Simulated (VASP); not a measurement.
Write the native input for VASP 6.6.1 that does the following.

- Task: single point
- Functional: PBE
- Potentials or basis: VASP PAW PBE potentials, release 64 (Sn_d, Te)
- Cutoff: 520 eV
- k mesh: 6 × 6 × 6
- Occupations: fermi-dirac, width 0.02 eV
- Spin: no spin polarisation
- Dipole correction: no
- Further INCAR settings: ALGO = Normal; EDIFF = 1e-07; NBANDS = 17

The structure of SnTe lies in POSCAR:

```
SnTe
1.0
    0.0000000000      3.6800499833      3.6800499833
    3.6800499833      0.0000000000      3.6800499833
    3.6800499833      3.6800499833      0.0000000000
Sn Te
1 1
Direct
    0.0000000000      0.0000000000      0.0000000000
    0.2500000000      0.2500000000      0.2500000000
```

One way to write it, as run:

INCAR

```
SYSTEM = SnTe
ALGO = Normal ; EDIFF = 1E-7
ENCUT = 520 ; GGA = PE
ISIF = 2 ; ISMEAR = -1
LASPH = .TRUE. ; LCHARG = .FALSE.
LREAL = .FALSE. ; LWAVE = .FALSE.
NBANDS = 17 ; NELM = 60
PREC = Accurate ; SIGMA = 0.02
```

KPOINTS

```
k-points
0
G
  6 6 6
  0 0 0
```

Potentials or basis: VASP PAW PBE potentials, release 64 (Sn_d, Te).

Command:

```bash
$ cat potpaw_PBE.64/Sn_d/POTCAR potpaw_PBE.64/Te/POTCAR > POTCAR
$ mpirun -np 1 vasp_std > vasp.out
```

It gave:

```json
{
  "Pressure": "-1.3 GPa",
  "Band gap on the k mesh": "0.40 eV (least direct gap 0.85 eV)"
}
```

Caveat: spin-orbit coupling is left out, which moves the levels of the heavy elements.

It took 64 s on 1 thread of Intel Xeon 8259CL, on a shared host, peak memory 0.25 GiB.
